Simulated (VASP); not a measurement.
# As (Cmce) in VASP: settings compared

The runs below take As through single point, with PBE, r2SCAN.

Program: VASP 6.6.1. These are calculated values, not measurements. Logs are shortened: lines on timing, memory, paths and dates and some standing lists are left out, and cuts for length are marked.

## (1) The cell of the first run

Symmetry: Cmce, No. 64, orthorhombic system. Conventional cell: a = 3.668 Å, b = 11.122 Å, c = 4.592 Å, α = 90.00°, β = 90.00°, γ = 90.00°. Within 3.3 Å of As (site symmetry m) lie 3 As at 2.48 Å.

## (2) Single point, PBE

Contents of INCAR:

```
PREC = Accurate
ENCUT = 520
EDIFF = 1E-7
ISMEAR = -1
SIGMA = 0.02
LREAL = False
LASPH = True
NELM = 60
ALGO = Normal
ISIF = 2
LWAVE = False
LCHARG = False
GGA = PE
NBANDS = 18
```

Contents of KPOINTS:

```
regular mesh
0
Gamma
  8 8 6
```

Contents of POSCAR:

```
As
1.0
    1.8338257587     -5.5608500978      0.0000000000
    1.8338257587      5.5608500978      0.0000000000
    0.0000000000      0.0000000000      4.5917972154
As
4
Direct
    0.1075954018      0.8924045982      0.0687841447
    0.6075954018      0.3924045982      0.4312158553
    0.8924045982      0.1075954018      0.9312158553
    0.3924045982      0.6075954018      0.5687841447
```

Potentials or basis: VASP PAW PBE potentials, release 64 (As).

Launch:

```bash
$ cat potpaw_PBE.64/As/POTCAR > POTCAR
$ mpirun -np 1 vasp_std > vasp.out
```

OUTCAR:

```text
PREC = Accurate
   ENCUT = 520
   EDIFF = 1E-7
   ISMEAR = -1
   LREAL = False
   LASPH = True
   NELM = 60
   ISIF = 2
   GGA = PE

 ion  position               nearest neighbor table
   1  0.108  0.892  0.069-   3 2.48   2 2.48   2 2.48
   2  0.608  0.392  0.431-   4 2.48   1 2.48   1 2.48
   3  0.892  0.108  0.931-   1 2.48   4 2.48   4 2.48
   4  0.392  0.608  0.569-   2 2.48   3 2.48   3 2.48

  LATTYP: Found a base centered orthorhombic cell.
 ALAT       =     3.6676515174
 B/A-ratio  =     3.0323764793
 C/A-ratio  =     1.2519720572

  Lattice vectors:

 A1 = (   1.8338257587,  -5.5608500978,   0.0000000000)
 A2 = (   1.8338257587,   5.5608500978,   0.0000000000)
 A3 = (   0.0000000000,   0.0000000000,   4.5917972154)

Analysis of symmetry for initial positions (statically):
=====================================================================
 Subroutine PRICEL returns:
 Original cell was already a primitive cell.

 Routine SETGRP: Setting up the symmetry group for a
 base centered orthorhombic supercell.

 Subroutine GETGRP returns: Found  8 space group operations
 (whereof  4 operations were pure point group operations)
 out of a pool of  8 trial point group operations.

The static configuration has the point symmetry C_2h.
 The point group associated with its full space group is D_2h.

Analysis of symmetry for dynamics (positions and initial velocities):
=====================================================================
 Subroutine PRICEL returns:
 Original cell was already a primitive cell.

 Routine SETGRP: Setting up the symmetry group for a
 base centered orthorhombic supercell.

 Subroutine GETGRP returns: Found  8 space group operations
 (whereof  4 operations were pure point group operations)
 out of a pool of  8 trial point group operations.

The dynamic configuration has the point symmetry C_2h.
 The point group associated with its full space group is D_2h.

 Subroutine INISYM returns: Found  8 space group operations
 (whereof  4 operations are pure point group operations),
 and found     1 'primitive' translations

----------------------------------------------------------------------------------------

                                     Primitive cell

  volume of cell :      93.6509

  direct lattice vectors                    reciprocal lattice vectors
     1.833825759 -5.560850098  0.000000000     0.272654039 -0.089914310  0.000000000
     1.833825759  5.560850098  0.000000000     0.272654039  0.089914310  0.000000000
     0.000000000  0.000000000  4.591797215     0.000000000  0.000000000  0.217779652

  length of vectors
     5.855422335  5.855422335  4.591797215     0.287097210  0.287097210  0.217779652

  position of ions in fractional coordinates (direct lattice)
     0.107595402  0.892404598  0.068784145
     0.607595402  0.392404598  0.431215855
     0.892404598  0.107595402  0.931215855
     0.392404598  0.607595402  0.568784145

  ion indices of the primitive-cell ions
   primitive index   ion index
                 1           1
                 2           2
                 3           3
                 4           4

----------------------------------------------------------------------------------------

 KPOINTS: regular mesh

Automatic generation of k-mesh.
 Grid dimensions read from file:
 generate k-points for:    8    8    6

 Generating k-lattice:

  Cartesian coordinates                     Fractional coordinates (reciprocal lattice)
     0.034081755 -0.011239289  0.000000000     0.125000000 -0.000000000  0.000000000
     0.034081755  0.011239289  0.000000000    -0.000000000  0.125000000  0.000000000
     0.000000000  0.000000000  0.036296609     0.000000000  0.000000000  0.166666667

  Length of vectors
     0.035887151  0.035887151  0.036296609

  Shift w.r.t. Gamma in fractional coordinates (k-lattice)
     0.000000000  0.000000000  0.000000000

 Subroutine IBZKPT returns following result:
 ===========================================

 Found     84 irreducible k-points:

 Following reciprocal coordinates:
            Coordinates               Weight
  0.000000  0.000000  0.000000      1.000000
  0.125000 -0.000000  0.000000      4.000000
  0.250000 -0.000000  0.000000      4.000000
  0.375000  0.000000  0.000000      4.000000
  0.500000 -0.000000  0.000000      2.000000
  0.125000  0.125000  0.000000      2.000000
[... 16 lines left out ...]
  0.125000 -0.000000  0.166667      8.000000
  0.250000 -0.000000  0.166667      8.000000
 [... further k-points ...]
   k-points           NKPTS =     84   k-points in BZ     NKDIM =     84   number of bands    NBANDS=     18
   number of dos      NEDOS =    301   number of ions     NIONS =      4
   total plane-waves  NPLWV =  82944
   dimension x,y,z NGX =    48 NGY =   48 NGZ =   36
   dimension x,y,z NGXF=    96 NGYF=   96 NGZF=   72
   ions per type =               4
   NGX,Y,Z   is equivalent  to a cutoff of  13.63, 13.63, 13.03 a.u.
   NGXF,Y,Z  is equivalent  to a cutoff of  27.26, 27.26, 26.07 a.u.
 SYSTEM =  unknown system
   PREC   = accura    normal or accurate (medium, high low for compatibility)
   ISTART =      0    job   : 0-new  1-cont  2-samecut
   ICHARG =      2    charge: 1-file 2-atom 10-const
   ISPIN  =      1    spin polarized calculation?
   LNONCOLLINEAR =      F non collinear calculations
   LSORBIT =      F    spin-orbit coupling
   LASPH  =      T    aspherical Exc in radial PAW
   ENCUT  =  520.0 eV  38.22 Ry    6.18 a.u.  10.89 10.89  8.54*2*pi/ulx,y,z
   NELM   =     60;   NELMIN=  2; NELMDL= -5     # of ELM steps
   EDIFF  = 0.1E-06   stopping-criterion for ELM
   LREAL  =      F    real-space projection
   EDIFFG = 0.1E-05   stopping-criterion for IOM
   NSW    =      0    number of steps for IOM
   IBRION =     -1    ionic relax: 0-MD 1-quasi-New 2-CG
   NFREE  =      0    steps in history (QN), initial steepest desc. (CG)
   ISIF   =      2    stress and relaxation
   ISYM   =      2    0-nonsym 1-usesym 2-fastsym
   POTIM  = 0.5000    time-step for ionic-motion
   TEBEG  =    0.0;   TEEND  =   0.0 temperature during run
   PSTRESS=    0.0 pullay stress
   NELECT =      20.0000    total number of electrons
   NUPDOWN=      -1.0000    fix difference up-down
   EMIN   =  10.00;   EMAX   =-10.00  energy-range for DOS
   EFERMI =   0.00;   METHOD = LEGACY
   ISMEAR =    -1;   SIGMA  =   0.02  broadening in eV -4-tet -1-fermi 0-gaus
   EFERMI_NEDOS =   21; number of points for ismear=-14 and -15
   IALGO  =     38    algorithm
   IMIX   =      4    mixing-type and parameters
     AMIX     =   0.40;   BMIX     =  1.00
     AMIX_MAG =   1.60;   BMIX_MAG =  1.00
  volume/ion in A,a.u.               =      23.41       158.00
  Fermi-wavevector in a.u.,A,eV,Ry     =   0.978545  1.849182 13.028266  0.957551
  Thomas-Fermi vector in A             =   2.109329
   LORBIT       =      0    0 simple, 1 ext, 2 COOP (PROOUT), +10 PAW based schemes
   GGA     = PE    functional components
   LHFCALC =     F    Hartree Fock is set to
   AEXX    =    0.0000 exact exchange contribution
   IVDW    =     0    specifies the selected vdW correction
   LEPSILON=     F    determine dielectric tensor
   LRPA    =     F    only Hartree local field effects (RPA)
 non-spin polarized calculation
  energy-cutoff  :      520.00
  volume of cell :       93.65
 maximum number of plane-waves:      2545
 NGX is ok and might be reduce to    48
   NGX = 21   NGY = 21   NGZ = 17

 number of electron      20.0000002 magnetization

 Free energy of the ion-electron system (eV)
  ---------------------------------------------------
  ext. energy  EPLUGINS =         0.00000000
  ---------------------------------------------------
  free energy    TOTEN  =       -18.57272703 eV

  energy without entropy =      -18.57269529  energy(sigma->0) =      -18.57271116

 E-fermi :   4.4717     XC(G=0):  -9.5210

 val. band max:        4.3806034774   @ k =   0.5000   0.5000   0.0000
 cond. band min:       4.5423602237   @ k =   0.5000   0.5000   0.0000
 fundamental gap:      0.1617567463
 Fermi energy:         4.4717007407

 k-point     1 :       0.0000    0.0000    0.0000
  band No.  band energies     occupation
      1     -10.2735      2.00000
      2      -7.6672      2.00000
      3      -5.0799      2.00000
      4      -1.6527      2.00000
      5      -1.4184      2.00000
      6       0.3821      2.00000
[... 10 lines left out ...]
     17      11.8461      0.00000
     18      11.8848      0.00000

 k-point     2 :       0.1250   -0.0000    0.0000
  band No.  band energies     occupation
      1     -10.1125      2.00000
      2      -7.5312      2.00000
      3      -5.2449      2.00000
      4      -2.0626      2.00000
      5      -1.2429      2.00000
      6       0.5324      2.00000
[... 10 lines left out ...]
     17      10.5636      0.00000
     18      11.7283      0.00000

 k-point     3 :       0.2500   -0.0000    0.0000
  band No.  band energies     occupation
      1      -9.6365      2.00000
      2      -7.1232      2.00000
      3      -5.8137      2.00000
      4      -3.1119      2.00000
      5      -0.7358      2.00000
      6       0.1899      2.00000
[... 10 lines left out ...]
     17      10.4610      0.00000
     18      11.5441      0.00000

 k-point     4 :       0.3750    0.0000    0.0000
  band No.  band energies     occupation
      1      -8.8708      2.00000
      2      -6.7745      2.00000
      3      -6.4457      2.00000
      4      -4.3612      2.00000
      5       0.0043      2.00000
      6       0.1991      2.00000
[... 10 lines left out ...]
     17      11.6634      0.00000
     18      11.7662      0.00000

 k-point     5 :       0.5000   -0.0000    0.0000
  band No.  band energies     occupation
      1      -7.8739      2.00000
      2      -7.8739      2.00000
      3      -5.5113      2.00000
      4      -5.5113      2.00000
      5       0.4697      2.00000
      6       0.4697      2.00000
[... 10 lines left out ...]
     17      11.8436      0.00000
     18      11.8436      0.00000

 k-point     6 :       0.1250    0.1250    0.0000
  band No.  band energies     occupation
      1      -9.6690      2.00000
      2      -7.0367      2.00000
      3      -5.8081      2.00000
      4      -3.1337      2.00000
      5      -0.8654      2.00000
      6       0.1867      2.00000
[... 10 lines left out ...]
     17      10.4978      0.00000
     18      12.3346      0.00000

 k-point     7 :       0.2500    0.1250    0.0000
  band No.  band energies     occupation
      1      -8.9295      2.00000
      2      -6.7311      2.00000
      3      -6.2904      2.00000
      4      -4.4736      2.00000
      5      -0.2305      2.00000
      6       0.1987      2.00000
[... 10 lines left out ...]
     17      11.4132      0.00000
     18      12.3727      0.00000

 k-point     8 :       0.3750    0.1250    0.0000
  band No.  band energies     occupation
      1      -7.9447      2.00000
      2      -7.7943      2.00000
      3      -5.6995      2.00000
      4      -5.3234      2.00000
      5       0.2941      2.00000
      6       0.5949      2.00000
[... 10 lines left out ...]
     17      11.6867      0.00000
     18      11.9321      0.00000
[... 229 lines left out ...]
     17      11.0253      0.00000
     18      11.1761      0.00000

 k-point    20 :      -0.3750    0.3750    0.0000
  band No.  band energies     occupation
      1     -10.0471      2.00000
      2      -8.1861      2.00000
      3      -4.9676      2.00000
      4      -2.0654      2.00000
      5      -0.5293      2.00000
      6       0.3513      2.00000
[... 10 lines left out ...]
     17      10.7225      0.00000
     18      11.9561      0.00000

 k-point    21 :       0.5000    0.5000    0.0000
  band No.  band energies     occupation
      1      -9.9978      2.00000
      2      -8.2807      2.00000
      3      -4.9464      2.00000
      4      -2.1321      2.00000
      5      -0.1021      2.00000
      6      -0.0300      2.00000
[... 10 lines left out ...]
     17      11.2329      0.00000
     18      11.6475      0.00000

 k-point    22 :       0.0000    0.0000    0.1667
  band No.  band energies     occupation
      1     -10.1276      2.00000
      2      -7.8297      2.00000
      3      -5.1495      2.00000
      4      -2.3602      2.00000
      5      -1.0856      2.00000
      6       0.8964      2.00000
[... 10 lines left out ...]
     17      11.2362      0.00000
     18      12.2377      0.00000

 k-point    23 :       0.1250   -0.0000    0.1667
  band No.  band energies     occupation
      1      -9.9684      2.00000
      2      -7.6971      2.00000
      3      -5.2596      2.00000
      4      -2.5715      2.00000
      5      -0.9576      2.00000
      6       0.3022      2.00000
[... 10 lines left out ...]
     17      11.2059      0.00000
     18      11.9791      0.00000

 k-point    24 :       0.2500   -0.0000    0.1667
  band No.  band energies     occupation
      1      -9.4989      2.00000
      2      -7.3202      2.00000
      3      -5.6742      2.00000
      4      -3.3193      2.00000
      5      -0.6753      2.00000
      6      -0.2501      2.00000
[... 10 lines left out ...]
     17      10.6177      0.00000
     18      11.8737      0.00000

 [... further k-points ...]

------------------------ aborting loop because EDIFF is reached ----------------------------------------

  FORCE on cell =-STRESS in cart. coord.  units (eV):
  Direction    XX          YY          ZZ          XY          YZ          ZX
  --------------------------------------------------------------------------------------
  -------------------------------------------------------------------------------------
  Total        1.7826151      1.6947866      1.7036108      0.0000000      0.0000000      0.0000000
  in kB       30.4969359     28.9943686     29.1453320      0.0000000      0.0000000      0.0000000
  external PRESSURE =      29.5455455 kB  Pullay stress =       0.0000000 kB

 VOLUME and BASIS-vectors are now :
 -----------------------------------------------------------------------------
  energy-cutoff  :      520.00
  volume of cell :       93.65
      direct lattice vectors                 reciprocal lattice vectors
     1.833825759 -5.560850098  0.000000000     0.272654039 -0.089914310  0.000000000
     1.833825759  5.560850098  0.000000000     0.272654039  0.089914310  0.000000000
     0.000000000  0.000000000  4.591797215     0.000000000  0.000000000  0.217779652

 POSITION                                       TOTAL-FORCE (eV/Angst)
 -----------------------------------------------------------------------------------
      1.83383      4.36421      0.31584         0.000000     -0.245085     -0.289329
      1.83383     -1.19664      1.98006         0.000000     -0.245085      0.289329
      1.83383     -4.36421      4.27595         0.000000      0.245085      0.289329
      1.83383      1.19664      2.61174         0.000000      0.245085     -0.289329
 -----------------------------------------------------------------------------------
    total drift:                                0.000000     -0.000000      0.000000

  FREE ENERGIE OF THE ION-ELECTRON SYSTEM (eV)
  ---------------------------------------------------
  free  energy   TOTEN  =       -18.5727270347 eV

  energy  without entropy=      -18.5726952926  energy(sigma->0) =      -18.57271116
```

Wall time 2.4 min (1 thread of Intel Xeon Platinum 8259CL at 2.50GHz (Skylake/Cascade Lake), shared host); peak memory 0.33 GiB.

Results:

| Property | Result |
| --- | --- |
| Free energy | -18.5727 eV |
| Pressure | 3.0 GPa |
| Largest force | 0.379 eV/Å |

Forces in eV/Å, atoms in the order of the input:
```
As   0.000 -0.245 -0.289
As   0.000 -0.245  0.289
As   0.000  0.245  0.289
As   0.000  0.245 -0.289
```

(Continued in part 2 of 2.)
